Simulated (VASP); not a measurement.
# PrBe3Si (P6/mmm) in VASP: a series of runs

PrBe3Si is run at these levels: PBE; tasks: relaxation of cell and atoms, single point.

All numbers are computed with VASP 6.6.1; they aren't measurements. Logs are shortened: lines on timing, memory, paths and dates and some standing lists are left out, and cuts for length are marked.

### 1 The cell of the first run

It takes space group P6/mmm (No. 191, hexagonal). The conventional cell has a = 5.300 Å, b = 5.300 Å, c = 5.259 Å, α = 90.00°, β = 90.00°, γ = 120.00°. Pr (site symmetry 6/mmm) has 2 Pr at 2.63 Å and 12 Be at 2.94 Å within 3.5 Å. Within 3.5 Å of Pr (site symmetry 6/mmm) lie 2 Pr at 2.63 Å and 12 Be at 2.98 Å and 6 Si at 3.06 Å. Be (site symmetry 2mm) has 2 Si at 2.04 Å and 6 Be at 2.55 to 2.71 Å within 2.8 Å. Si (site symmetry -6m2) has 6 Be at 2.04 Å within 2.7 Å.

The cell was generated, and may not be a known phase.

### 2 Relaxation of cell and atoms, PBE

File INCAR:

```
PREC = Accurate
ENCUT = 600
EDIFF = 1E-7
ISMEAR = 0
SIGMA = 0.2
LREAL = F
LASPH = T
NELM = 200
ALGO = Normal
ISIF = 3
LWAVE = F
LCHARG = F
GGA = PE
IBRION = 2
NSW = 36
EDIFFG = -0.08
GGA_COMPAT = F
NELMIN = 4
LMAXMIX = 6
```

File KPOINTS:

```
regular mesh
0
Gamma
  4 4 3
```

File POSCAR:

```
PrBe3Si
1.0
    5.2996492200      0.0000000000      0.0000000000
   -2.6498246100      4.5896308500      0.0000000000
    0.0000000000      0.0000000000      5.2585682800
Pr Be Si
2 6 2
Direct
    0.0000000000      0.0000000000      0.0000000000
    0.0000000000      0.0000000000      0.5000000000
    0.5000000000      0.0000000000      0.2422000000
    0.5000000000      0.5000000000      0.2422000000
    0.0000000000      0.5000000000      0.2422000000
    0.0000000000      0.5000000000      0.7578000000
    0.5000000000      0.5000000000      0.7578000000
    0.5000000000      0.0000000000      0.7578000000
    0.3333333300      0.6666666700      0.5000000000
    0.6666666700      0.3333333300      0.5000000000
```

Potentials or basis: VASP PAW PBE potentials, release 64 (Pr_3, Be, Si), 4f in core.

Started as:

```sh
$ cat potpaw_PBE.64/Pr_3/POTCAR potpaw_PBE.64/Be/POTCAR potpaw_PBE.64/Si/POTCAR > POTCAR
$ mpirun -np 1 vasp_std > vasp.out
```

OUTCAR:

```text
PREC = Accurate
   ENCUT = 600
   EDIFF = 1E-7
   ISMEAR = 0
   LREAL = F
   LASPH = T
   NELM = 200
   ISIF = 3
   GGA = PE
   IBRION = 2
   NSW = 36
   EDIFFG = -0.08
   NELMIN = 4

 ion  position               nearest neighbor table
   1  0.000  0.000  0.000-   2 2.63   2 2.63   5 2.94   6 2.94   7 2.94   4 2.94   5 2.94   6 2.94
                             4 2.94   7 2.94   3 2.94   8 2.94   8 2.94   3 2.94
   2  0.000  0.000  0.500-   1 2.63   1 2.63   5 2.98   6 2.98   7 2.98   4 2.98   5 2.98   6 2.98
                             4 2.98   7 2.98   3 2.98   8 2.98   8 2.98   3 2.98  10 3.06   9 3.06
   3  0.500  0.000  0.242-   9 2.04  10 2.04   1 2.94   1 2.94   2 2.98   2 2.98
   4  0.500  0.500  0.242-   9 2.04  10 2.04   1 2.94   1 2.94   2 2.98   2 2.98
   5  0.000  0.500  0.242-   9 2.04  10 2.04   1 2.94   1 2.94   2 2.98   2 2.98
   6  0.000  0.500  0.758-   9 2.04  10 2.04   1 2.94   1 2.94   2 2.98   2 2.98
   7  0.500  0.500  0.758-   9 2.04  10 2.04   1 2.94   1 2.94   2 2.98   2 2.98
   8  0.500  0.000  0.758-   9 2.04  10 2.04   1 2.94   1 2.94   2 2.98   2 2.98
   9  0.333  0.667  0.500-   3 2.04   8 2.04   6 2.04   5 2.04   7 2.04   4 2.04  10 3.06   2 3.06
                            10 3.06   2 3.06   2 3.06  10 3.06
  10  0.667  0.333  0.500-   3 2.04   8 2.04   6 2.04   5 2.04   7 2.04   4 2.04   9 3.06   2 3.06
                             9 3.06   2 3.06   2 3.06   9 3.06

  LATTYP: Found a hexagonal cell.
 ALAT       =     5.2996492200
 C/A-ratio  =     0.9922483662

  Lattice vectors:

 A1 = (   5.2996492200,   0.0000000000,   0.0000000000)
 A2 = (  -2.6498246100,   4.5896308500,   0.0000000000)
 A3 = (   0.0000000000,   0.0000000000,   5.2585682800)

Analysis of symmetry for initial positions (statically):
=====================================================================
 Subroutine PRICEL returns:
 Original cell was already a primitive cell.

 Routine SETGRP: Setting up the symmetry group for a
 hexagonal supercell.

 Subroutine GETGRP returns: Found 24 space group operations
 (whereof 24 operations were pure point group operations)
 out of a pool of 24 trial point group operations.

The static configuration has the point symmetry D_6h.

Analysis of symmetry for dynamics (positions and initial velocities):
=====================================================================
 Subroutine PRICEL returns:
 Original cell was already a primitive cell.

 Routine SETGRP: Setting up the symmetry group for a
 hexagonal supercell.

 Subroutine GETGRP returns: Found 24 space group operations
 (whereof 24 operations were pure point group operations)
 out of a pool of 24 trial point group operations.

The dynamic configuration has the point symmetry D_6h.

[... 105 lines left out ...]
   POTIM  = 0.5000    time-step for ionic-motion
   TEBEG  =    0.0;   TEEND  =   0.0 temperature during run
   PSTRESS=    0.0 pullay stress
   NELECT =      42.0000    total number of electrons
   NUPDOWN=      -1.0000    fix difference up-down
   EMIN   =  10.00;   EMAX   =-10.00  energy-range for DOS
   EFERMI =   0.00;   METHOD = LEGACY
   ISMEAR =     0;   SIGMA  =   0.20  broadening in eV -4-tet -1-fermi 0-gaus
   EFERMI_NEDOS =   21; number of points for ismear=-14 and -15
   IALGO  =     38    algorithm
   IMIX   =      4    mixing-type and parameters
     AMIX     =   0.40;   BMIX     =  1.00
     AMIX_MAG =   1.60;   BMIX_MAG =  1.00
  volume/ion in A,a.u.               =      12.79        86.32
  Fermi-wavevector in a.u.,A,eV,Ry     =   1.129433  2.134319 17.355848  1.275619
  Thomas-Fermi vector in A             =   2.266126
   LORBIT       =      0    0 simple, 1 ext, 2 COOP (PROOUT), +10 PAW based schemes
   GGA     = PE    functional components
   LHFCALC =     F    Hartree Fock is set to
   AEXX    =    0.0000 exact exchange contribution
   IVDW    =     0    specifies the selected vdW correction
   LEPSILON=     F    determine dielectric tensor
   LRPA    =     F    only Hartree local field effects (RPA)
 conjugate gradient relaxation of ions
 non-spin polarized calculation
 Gauss-broadening in eV      SIGMA  =   0.20
  energy-cutoff  :      600.00
  volume of cell :      127.91
 maximum number of plane-waves:      4284
   NGX = 21   NGY = 21   NGZ = 21

--------------------------------------- Ionic step        1  -------------------------------------------

 number of electron      42.0000000 magnetization

 Free energy of the ion-electron system (eV)
  ---------------------------------------------------
  ext. energy  EPLUGINS =         0.00000000
  ---------------------------------------------------
  free energy    TOTEN  =       -36.72531529 eV

  energy without entropy =      -36.65743605  energy(sigma->0) =      -36.69137567

------------------------ aborting loop because EDIFF is reached ----------------------------------------

  FORCE on cell =-STRESS in cart. coord.  units (eV):
  Direction    XX          YY          ZZ          XY          YZ          ZX
  --------------------------------------------------------------------------------------
  -------------------------------------------------------------------------------------
  Total       15.1138095     15.1138094     39.3357605      0.0000000     -0.0000000     -0.0000000
  in kB      189.3180955    189.3180951    492.7262896      0.0000000     -0.0000000     -0.0000000
  external PRESSURE =     290.4541601 kB  Pullay stress =       0.0000000 kB
[... 31 lines left out ...]
--------------------------------------- Ionic step        2  -------------------------------------------

 number of electron      41.9999999 magnetization

 E-fermi :   4.3388     XC(G=0):  -9.7140

 val. band max:        4.3164699797   @ k =   0.5000   0.0000   0.0000
 cond. band min:       4.3438237723   @ k =   0.2500   0.2500   0.3333
 fundamental gap:      0.0273537926
 Fermi energy:         4.3387773187

 k-point     1 :       0.0000    0.0000    0.0000
  band No.  band energies     occupation
      1     -31.7948      2.00000
      2     -31.4368      2.00000
      3     -14.9458      2.00000
      4     -13.7910      2.00000
      5     -13.7910      2.00000
      6     -13.3717      2.00000
[... 536 lines left out ...]
--------------------------------------- Ionic step        9  -------------------------------------------

 number of electron      42.0000001 magnetization

 Free energy of the ion-electron system (eV)
  ---------------------------------------------------
  ext. energy  EPLUGINS =         0.00000000
  ---------------------------------------------------
  free energy    TOTEN  =       -40.81613369 eV

  energy without entropy =      -40.72981105  energy(sigma->0) =      -40.77297237

 E-fermi :   5.5888     XC(G=0): -10.3405

 val. band max:        5.5885249910   @ k =   0.2500   0.2500   0.3333
 cond. band min:       5.6599543120   @ k =   0.5000   0.0000   0.0000
 fundamental gap:      0.0714293211
 Fermi energy:         5.5887989572

 k-point     1 :       0.0000    0.0000    0.0000
  band No.  band energies     occupation
      1     -30.3705      2.00000
      2     -29.6771      2.00000
      3     -14.1759      2.00000
      4     -12.4539      2.00000
      5     -12.4539      2.00000
      6     -11.7267      2.00000
[... 266 lines left out ...]
  FREE ENERGIE OF THE ION-ELECTRON SYSTEM (eV)
  ---------------------------------------------------
  free  energy   TOTEN  =       -40.8161336939 eV

  energy  without entropy=      -40.7298110504  energy(sigma->0) =      -40.77297237

 reached required accuracy - stopping structural energy minimisation
```

OSZICAR:

```text
N       E                     dE             d eps       ncg     rms          rms(c)
DAV:   1     0.261618087324E+03    0.26162E+03   -0.20868E+04   432   0.158E+03
DAV:   2    -0.150125363265E+02   -0.27663E+03   -0.26865E+03   480   0.322E+02
DAV:   3    -0.368663241418E+02   -0.21854E+02   -0.21448E+02   704   0.855E+01
[... 113 lines left out ...]
DAV:   6    -0.408161317306E+02   -0.17734E-04   -0.48337E-05   512   0.470E-02    0.108E-02
DAV:   7    -0.408161341585E+02   -0.24279E-05   -0.52755E-06   618   0.137E-02    0.249E-03
DAV:   8    -0.408161338740E+02    0.28451E-06   -0.36587E-07   478   0.327E-03    0.111E-03
DAV:   9    -0.408161336943E+02    0.17967E-06   -0.31724E-08   260   0.121E-03    0.250E-04
DAV:  10    -0.408161336939E+02    0.42519E-09   -0.57039E-09   252   0.544E-04
   9 F= -.40816134E+02 E0= -.40772972E+02  d E =-.196099E-01
```

CONTCAR:

```text
PrBe3Si
   1.00000000000000
     5.4255542919269368    0.0000000000000000   -0.0000000000000000
    -2.7127771459634684    4.6986678404330755    0.0000000000000000
    -0.0000000000000000   -0.0000000000000000    5.8319642515442789
  Pr              Be              Si
     2     6     2
Direct
     1.0000000000000000    1.0000000000000000    1.0000000000000000
     1.0000000000000000    1.0000000000000000    0.5000000000000000
     0.5000000000000000    0.0000000000000000    0.1960067128795693
     0.5000000000000000    0.5000000000000000    0.1960067128795693
     0.0000000000000000    0.5000000000000000    0.1960067128795693
     0.0000000000000000    0.5000000000000000    0.8039932871204307
     0.5000000000000000    0.5000000000000000    0.8039932871204307
     0.5000000000000000    0.0000000000000000    0.8039932871204307
     0.3333333300000021    0.6666666699999979    0.5000000000000000
     0.6666666699999979    0.3333333300000021    0.5000000000000000

  0.00000000E+00  0.00000000E+00  0.00000000E+00
  0.00000000E+00  0.00000000E+00  0.00000000E+00
  0.00000000E+00  0.00000000E+00  0.00000000E+00
  0.00000000E+00  0.00000000E+00  0.00000000E+00
  0.00000000E+00  0.00000000E+00  0.00000000E+00
  0.00000000E+00  0.00000000E+00  0.00000000E+00
  0.00000000E+00  0.00000000E+00  0.00000000E+00
  0.00000000E+00  0.00000000E+00  0.00000000E+00
  0.00000000E+00  0.00000000E+00  0.00000000E+00
  0.00000000E+00  0.00000000E+00  0.00000000E+00
```

It took 4.8 min on 1 thread of Intel Xeon Platinum 8488C (Sapphire Rapids), shared host; peak memory 0.29 GiB.

What came out:

| Property | Result |
| --- | --- |
| Free energy | -40.8161 eV |
| Relaxed volume | 14.87 Å³/atom |
| Relaxed cell | a = 5.426 Å, b = 5.426 Å, c = 5.832 Å, α = 90.00°, β = 90.00°, γ = 120.00° |
| Space group after relaxing (to 0.1 Å) | P6/mmm (No. 191) |
| Energy gained by relaxing | 409.1 meV/atom |
| Ionic steps | 9 |
| Pressure after relaxing | 0.4 GPa |
| Largest force after relaxing | 0.060 eV/Å |
| Band gap on the k mesh | zero (bands 21 and 22 overlap by 0.89 eV) |

Forces on the atoms (eV/Å):
```
Pr   0.000  0.000  0.000
Pr   0.000  0.000  0.000
Be   0.000  0.000  0.060
Be   0.000  0.000  0.060
Be   0.000  0.000  0.060
Be   0.000  0.000 -0.060
Be   0.000  0.000 -0.060
Be   0.000  0.000 -0.060
Si   0.000  0.000  0.000
Si   0.000  0.000  0.000
```

The path:
| step | energy change (eV) | largest force (eV/Å) | pressure (GPa) | volume (Å³) |
| --- | --- | --- | --- | --- |
| 1 | 0.0000 | 2.8347 | 29.05 | 127.91 |
| 2 | -3.1602 | 0.1171 | -8.81 | 175.18 |
| 3 | -3.6699 | 0.6180 | -2.50 | 159.26 |
| 4 | -3.6700 | 0.6455 | -2.14 | 158.59 |
| 5 | -3.8361 | 0.5575 | -1.06 | 154.77 |
| 6 | -3.9678 | 0.3464 | 1.66 | 147.21 |
| 7 | -4.0593 | 0.0854 | 0.26 | 148.69 |
| 8 | -4.0712 | 0.0616 | -0.31 | 149.43 |
| 9 | -4.0908 | 0.0596 | 0.39 | 148.67 |

Final structure:
```xyz
10
Lattice="5.4256 0.0000 0.0000 -2.7128 4.6987 0.0000 0.0000 0.0000 5.8320" Properties=species:S:1:pos:R:3 pbc="T T T"
Pr    2.7128    4.6987    5.8320
Pr    2.7128    4.6987    2.9160
Be    2.7128    0.0000    1.1431
Be    1.3564    2.3493    1.1431
Be   -1.3564    2.3493    1.1431
Be   -1.3564    2.3493    4.6889
Be    1.3564    2.3493    4.6889
Be    2.7128    0.0000    4.6889
Si    0.0000    3.1324    2.9160
Si    2.7128    1.5662    2.9160
```

Caveat: the k points lie up to 0.36 Å⁻¹ apart in the final cell, too coarse for converged energies and pressures of a metal; the volume moved by over 15 % at a fixed basis, so the end points are rough; spin-orbit coupling is left out, which moves the levels of the heavy elements; the 4f electrons are frozen in the core, so they carry no moment and show no levels; the relaxation stopped at a loose force limit of 0.08 eV/Å, so its end isn't a converged minimum.

[end of part 1 of 2]

The gap in the log of VASP goes by the Fermi energy; the results here count the filled bands.